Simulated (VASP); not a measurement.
Crystal: Cd.

```
CELL_PARAMETERS angstrom
2.93548 0.00000 0.00000
0.00000 2.93548 0.00000
0.00000 0.00000 2.93548
ATOMIC_POSITIONS crystal
Cd 0.00000 0.00000 0.00000
```

```yaml
Program: VASP 6.6.1
Task: relaxation of cell and atoms
Functional: PBEsol
Potentials_or_basis: VASP PAW PBE potentials, release 64 (Cd)
Cutoff: 600 eV
k_mesh: 18 × 18 × 18
Occupations: gaussian, width 0.1 eV
Spin: no spin polarisation
```

At the start: pressure -1.0 GPa; volume 25.30 Å³/atom.

**Question.** How do energy, volume and symmetry change on relaxing?

**Answer.** Over 3 steps the energy falls by 2.1 meV/atom and the volume is 24.66 Å³/atom (-2.5 %); space group Pm-3m (No. 221, to 0.05 Å).

Step by step:
| step | energy change (eV) | largest force (eV/Å) | pressure (GPa) | volume (Å³) |
| --- | --- | --- | --- | --- |
| 1 | 0.0000 | 0.0000 | -1.01 | 25.30 |
| 2 | -0.0020 | 0.0000 | -0.09 | 24.72 |
| 3 | -0.0021 | 0.0000 | 0.00 | 24.66 |

Final structure:
```cif
data_structure
_symmetry_space_group_name_H-M 'P 1'
_symmetry_Int_Tables_number 1
_cell_length_a 2.9108
_cell_length_b 2.9108
_cell_length_c 2.9108
_cell_angle_alpha 90.000
_cell_angle_beta 90.000
_cell_angle_gamma 90.000
_cell_volume 24.66
loop_
_atom_site_label
_atom_site_type_symbol
_atom_site_fract_x
_atom_site_fract_y
_atom_site_fract_z
_atom_site_occupancy
Cd1 Cd 0.00000 0.00000 0.00000 1
```

Caveat: the PAW data sets were made with another functional, which shifts forces and pressure a little.
